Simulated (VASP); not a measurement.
# Al2Cu (I4/mcm) in VASP: single point with r2SCAN

Aim: the single point of Al2Cu with r2SCAN.

Program: VASP 6.6.1. These are calculated values, not measurements. Logs are shortened: lines on timing, memory, paths and dates and some standing lists are left out, and cuts for length are marked.

## Step 1: The cell of the first run

It takes space group I4/mcm (No. 140, tetragonal). The conventional cell has a = 6.007 Å, b = 6.007 Å, c = 4.789 Å, α = 90.00°, β = 90.00°, γ = 90.00°. Al (site symmetry m2m) has 4 Cu at 2.56 Å and 11 Al at 2.70 to 3.20 Å within 3.4 Å. Cu (site symmetry 422) has 2 Cu at 2.39 Å and 8 Al at 2.56 Å within 3.2 Å.

## Step 2: Single point, r2SCAN

Input file POSCAR:

```
Al2Cu
1.0
   -3.0034028278      3.0034028278      2.3946978131
    3.0034028278     -3.0034028278      2.3946978131
    3.0034028278      3.0034028278     -2.3946978131
Al Cu
4 2
Direct
    0.3410132348      0.1589867652      0.5000000000
    0.1589867652      0.6589867652      0.8179735304
    0.8410132348      0.3410132348      0.1820264696
    0.6589867652      0.8410132348      0.5000000000
    0.7500000000      0.7500000000      0.0000000000
    0.2500000000      0.2500000000      0.0000000000
```

Input file INCAR.step1:

```
ALGO = Normal ; EDIFF = 1E-4
ENCUT = 520 ; GGA = PE
ISMEAR = 0 ; LASPH = True
LCHARG = False ; LREAL = False
LWAVE = True ; NBANDS = 26
NELM = 60 ; PREC = Accurate
SIGMA = 0.1
```

Input file INCAR.step2:

```
ALGO = Normal ; EDIFF = 1E-7
ENCUT = 520 ; ISIF = 2
ISMEAR = 0 ; ISTART = 1
LASPH = True ; LCHARG = False
LMIXTAU = True ; LREAL = False
LWAVE = False ; METAGGA = R2SCAN
NBANDS = 26 ; NELM = 60
PREC = Accurate ; SIGMA = 0.1
```

Input file KPOINTS:

```
k-points
0
Gamma
  12 12 12
```

Potentials or basis: VASP PAW PBE potentials, release 64 (Al, Cu).

On the command line:

```bash
$ cat potpaw_PBE.64/Al/POTCAR potpaw_PBE.64/Cu/POTCAR > POTCAR
$ cp INCAR.step1 INCAR
$ mpirun -np 1 vasp_std > vasp.out
$ cp INCAR.step2 INCAR
$ mpirun -np 1 vasp_std > vasp.out
```

OUTCAR:

```text
EDIFF = 1E-7
   ENCUT = 520
   ISIF = 2
   ISMEAR = 0
   ISTART = 1
   LASPH = True
   LREAL = False
   METAGGA = R2SCAN
   NELM = 60
   PREC = Accurate

 ion  position               nearest neighbor table
   1  0.341  0.159  0.500-   5 2.56   6 2.56   6 2.56   5 2.56   4 2.70   4 2.85   4 2.85   2 3.06
                             3 3.06   2 3.06   3 3.06   2 3.20   3 3.20   3 3.20   2 3.20
   2  0.159  0.659  0.818-   5 2.56   6 2.56   5 2.56   6 2.56   3 2.70   3 2.85   3 2.85   1 3.06
                             4 3.06   4 3.06   1 3.06   1 3.20   4 3.20   1 3.20   4 3.20
   3  0.841  0.341  0.182-   5 2.56   6 2.56   5 2.56   6 2.56   2 2.70   2 2.85   2 2.85   1 3.06
                             4 3.06   4 3.06   1 3.06   1 3.20   4 3.20   4 3.20   1 3.20
   4  0.659  0.841  0.500-   6 2.56   5 2.56   5 2.56   6 2.56   1 2.70   1 2.85   1 2.85   2 3.06
                             3 3.06   2 3.06   3 3.06   2 3.20   3 3.20   2 3.20   3 3.20
   5  0.750  0.750  0.000-   6 2.39   6 2.39   2 2.56   3 2.56   2 2.56   3 2.56   4 2.56   1 2.56
                             4 2.56   1 2.56
   6  0.250  0.250  0.000-   5 2.39   5 2.39   2 2.56   3 2.56   2 2.56   3 2.56   1 2.56   1 2.56
                             4 2.56   4 2.56

  LATTYP: Found a body centered tetragonal cell.
 ALAT       =     6.0068056556
 C/A-ratio  =     0.7973282142

  Lattice vectors:

 A1 = (  -3.0034028278,   3.0034028278,   2.3946978131)
 A2 = (   3.0034028278,  -3.0034028278,   2.3946978131)
 A3 = (   3.0034028278,   3.0034028278,  -2.3946978131)

Analysis of symmetry for initial positions (statically):
=====================================================================
 Subroutine PRICEL returns:
 Original cell was already a primitive cell.

 Routine SETGRP: Setting up the symmetry group for a
 body centered tetragonal supercell.

 Subroutine GETGRP returns: Found 16 space group operations
 (whereof  8 operations were pure point group operations)
 out of a pool of 16 trial point group operations.

The static configuration has the point symmetry C_4h.
 The point group associated with its full space group is D_4h.

Analysis of symmetry for dynamics (positions and initial velocities):
=====================================================================
 Subroutine PRICEL returns:
 Original cell was already a primitive cell.

 Routine SETGRP: Setting up the symmetry group for a
 body centered tetragonal supercell.

 Subroutine GETGRP returns: Found 16 space group operations
 (whereof  8 operations were pure point group operations)
 out of a pool of 16 trial point group operations.

The dynamic configuration has the point symmetry C_4h.
 The point group associated with its full space group is D_4h.

 Subroutine INISYM returns: Found 16 space group operations
 (whereof  8 operations are pure point group operations),
 and found     1 'primitive' translations

----------------------------------------------------------------------------------------

                                     Primitive cell

  volume of cell :      86.4048

  direct lattice vectors                    reciprocal lattice vectors
    -3.003402828  3.003402828  2.394697813     0.000000000  0.166477835  0.208794612
     3.003402828 -3.003402828  2.394697813     0.166477835  0.000000000  0.208794612
     3.003402828  3.003402828 -2.394697813     0.166477835  0.166477835  0.000000000

  length of vectors
     4.876006020  4.876006020  4.876006020     0.267039434  0.267039434  0.235435212

  position of ions in fractional coordinates (direct lattice)
     0.341013235  0.158986765  0.500000000
     0.158986765  0.658986765  0.817973530
     0.841013235  0.341013235  0.182026470
     0.658986765  0.841013235  0.500000000
     0.750000000  0.750000000  0.000000000
     0.250000000  0.250000000  0.000000000

  ion indices of the primitive-cell ions
   primitive index   ion index
                 1           1
                 2           2
                 3           3
                 4           4
                 5           5
                 6           6

----------------------------------------------------------------------------------------

 KPOINTS: k-points

Automatic generation of k-mesh.
 Grid dimensions read from file:
 generate k-points for:   12   12   12

 Generating k-lattice:

  Cartesian coordinates                     Fractional coordinates (reciprocal lattice)
     0.000000000  0.013873153  0.017399551     0.083333333  0.000000000 -0.000000000
     0.013873153  0.000000000  0.017399551     0.000000000  0.083333333 -0.000000000
     0.013873153  0.013873153  0.000000000     0.000000000  0.000000000  0.083333333

  Length of vectors
     0.022253286  0.022253286  0.019619601

  Shift w.r.t. Gamma in fractional coordinates (k-lattice)
     0.000000000  0.000000000  0.000000000

 Subroutine IBZKPT returns following result:
 ===========================================

 Found    163 irreducible k-points:

 Following reciprocal coordinates:
            Coordinates               Weight
  0.000000  0.000000  0.000000      1.000000
  0.083333  0.000000 -0.000000      8.000000
  0.166667  0.000000 -0.000000      8.000000
  0.250000 -0.000000  0.000000      8.000000
  0.333333  0.000000  0.000000      8.000000
  0.416667 -0.000000  0.000000      8.000000
[... 16 lines left out ...]
  0.500000  0.166667  0.000000     16.000000
 -0.416667  0.166667 -0.000000     16.000000
 [... further k-points ...]
   k-points           NKPTS =    163   k-points in BZ     NKDIM =    163   number of bands    NBANDS=     26
   number of dos      NEDOS =    301   number of ions     NIONS =      6
   total plane-waves  NPLWV =  46656
   dimension x,y,z NGX =    36 NGY =   36 NGZ =   36
   dimension x,y,z NGXF=    72 NGYF=   72 NGZF=   72
   ions per type =               4   2
   NGX,Y,Z   is equivalent  to a cutoff of  12.27, 12.27, 12.27 a.u.
   NGXF,Y,Z  is equivalent  to a cutoff of  24.55, 24.55, 24.55 a.u.
 SYSTEM =  unknown system
   PREC   = accura    normal or accurate (medium, high low for compatibility)
   ISTART =      1    job   : 0-new  1-cont  2-samecut
   ICHARG =      0    charge: 1-file 2-atom 10-const
   ISPIN  =      1    spin polarized calculation?
   LNONCOLLINEAR =      F non collinear calculations
   LSORBIT =      F    spin-orbit coupling
   LASPH  =      T    aspherical Exc in radial PAW
   ENCUT  =  520.0 eV  38.22 Ry    6.18 a.u.   9.07  9.07  9.07*2*pi/ulx,y,z
   NELM   =     60;   NELMIN=  2; NELMDL=  0     # of ELM steps
   EDIFF  = 0.1E-06   stopping-criterion for ELM
   LREAL  =      F    real-space projection
   EDIFFG = 0.1E-05   stopping-criterion for IOM
   NSW    =      0    number of steps for IOM
   IBRION =     -1    ionic relax: 0-MD 1-quasi-New 2-CG
   NFREE  =      0    steps in history (QN), initial steepest desc. (CG)
   ISIF   =      2    stress and relaxation
   ISYM   =      2    0-nonsym 1-usesym 2-fastsym
   POTIM  = 0.5000    time-step for ionic-motion
   TEBEG  =    0.0;   TEEND  =   0.0 temperature during run
   PSTRESS=    0.0 pullay stress
   NELECT =      34.0000    total number of electrons
   NUPDOWN=      -1.0000    fix difference up-down
   EMIN   =  10.00;   EMAX   =-10.00  energy-range for DOS
   EFERMI =   0.00;   METHOD = LEGACY
   ISMEAR =     0;   SIGMA  =   0.10  broadening in eV -4-tet -1-fermi 0-gaus
   EFERMI_NEDOS =   21; number of points for ismear=-14 and -15
   IALGO  =     38    algorithm
   IMIX   =      4    mixing-type and parameters
     AMIX     =   0.40;   BMIX     =  1.00
     AMIX_MAG =   1.60;   BMIX_MAG =  1.00
  volume/ion in A,a.u.               =      14.40        97.18
  Fermi-wavevector in a.u.,A,eV,Ry     =   1.199652  2.267013 19.581018  1.439164
  Thomas-Fermi vector in A             =   2.335509
   LORBIT       =      0    0 simple, 1 ext, 2 COOP (PROOUT), +10 PAW based schemes
   METAGGA = R2SCAN    functional components
   LHFCALC =     F    Hartree Fock is set to
   AEXX    =    0.0000 exact exchange contribution
   IVDW    =     0    specifies the selected vdW correction
   LEPSILON=     F    determine dielectric tensor
   LRPA    =     F    only Hartree local field effects (RPA)
 non-spin polarized calculation
 Gauss-broadening in eV      SIGMA  =   0.10
  energy-cutoff  :      520.00
  volume of cell :       86.40
 maximum number of plane-waves:      2353
   NGX = 19   NGY = 19   NGZ = 19

 number of electron      34.0000012 magnetization

 Free energy of the ion-electron system (eV)
  ---------------------------------------------------
  ext. energy  EPLUGINS =         0.00000000
  ---------------------------------------------------
  free energy    TOTEN  =       -49.54425551 eV

  energy without entropy =      -49.53384315  energy(sigma->0) =      -49.53904933

 E-fermi :   8.3092     XC(G=0): -11.8658

 val. band max:        8.3081234851   @ k =  -0.3333   0.0833  -0.0000
 cond. band min:       8.3185256775   @ k =   0.5000   0.5000   0.1667
 fundamental gap:      0.0104021924
 Fermi energy:         8.3092358843

 k-point     1 :       0.0000    0.0000    0.0000
  band No.  band energies     occupation
      1      -3.3452      2.00000
      2       2.5877      2.00000
      3       2.8163      2.00000
      4       2.8165      2.00000
      5       2.8476      2.00000
      6       3.7951      2.00000
[... 18 lines left out ...]
     25      13.9777      0.00000
     26      14.5212      0.00000

 k-point     2 :       0.0833    0.0000   -0.0000
  band No.  band energies     occupation
      1      -3.2660      2.00000
      2       2.5770      2.00000
      3       2.7993      2.00000
      4       2.8105      2.00000
      5       2.8637      2.00000
      6       3.7810      2.00000
[... 18 lines left out ...]
     25      14.0670      0.00000
[... 608 lines left out ...]
     25      14.9885      0.00000
     26      15.5431      0.00000

 k-point    24 :      -0.4167    0.1667   -0.0000
  band No.  band energies     occupation
      1      -2.0329      2.00000
      2       1.3216      2.00000
      3       1.7310      2.00000
      4       2.7841      2.00000
      5       2.9861      2.00000
      6       3.4206      2.00000
[... 18 lines left out ...]
     25      14.7047      0.00000
     26      16.1674      0.00000

 [... further k-points ...]

------------------------ aborting loop because EDIFF is reached ----------------------------------------

  FORCE on cell =-STRESS in cart. coord.  units (eV):
  Direction    XX          YY          ZZ          XY          YZ          ZX
  --------------------------------------------------------------------------------------
  -------------------------------------------------------------------------------------
  Total       -0.1080079     -0.1080079     -0.0436524      0.0000000      0.0000000      0.0000000
  in kB       -2.0027574     -2.0027574     -0.8094323      0.0000000      0.0000000      0.0000000
  external PRESSURE =      -1.6049824 kB  Pullay stress =       0.0000000 kB

 VOLUME and BASIS-vectors are now :
 -----------------------------------------------------------------------------
  energy-cutoff  :      520.00
  volume of cell :       86.40
      direct lattice vectors                 reciprocal lattice vectors
    -3.003402828  3.003402828  2.394697813     0.000000000  0.166477835  0.208794612
     3.003402828 -3.003402828  2.394697813     0.166477835  0.000000000  0.208794612
     3.003402828  3.003402828 -2.394697813     0.166477835  0.166477835  0.000000000

 POSITION                                       TOTAL-FORCE (eV/Angst)
 -----------------------------------------------------------------------------------
      0.95500      2.04840      0.00000        -0.000554      0.000554      0.000000
      3.95841      0.95500     -0.00000        -0.000554     -0.000554     -0.000000
     -0.95500      2.04840      2.39470         0.000554      0.000554      0.000000
      2.04840      0.95500      2.39470         0.000554     -0.000554      0.000000
      0.00000      0.00000      3.59205         0.000000      0.000000     -0.000000
      0.00000      0.00000      1.19735        -0.000000      0.000000     -0.000000
 -----------------------------------------------------------------------------------
    total drift:                                0.000000     -0.000000      0.000000

  FREE ENERGIE OF THE ION-ELECTRON SYSTEM (eV)
  ---------------------------------------------------
  free  energy   TOTEN  =       -49.5442555051 eV

  energy  without entropy=      -49.5338431547  energy(sigma->0) =      -49.53904933
```

It took 26 min on 1 thread of Oxide Virtual Turin-like, shared host; peak memory 0.4 GiB.

What came out:

| Property | Result |
| --- | --- |
| Free energy | -49.5443 eV |
| Pressure | -0.2 GPa |
| Band gap on the k mesh | zero (bands 17 and 18 overlap by 4.75 eV) |

Caveat: the PAW data sets were made with another functional, which shifts forces and pressure a little.
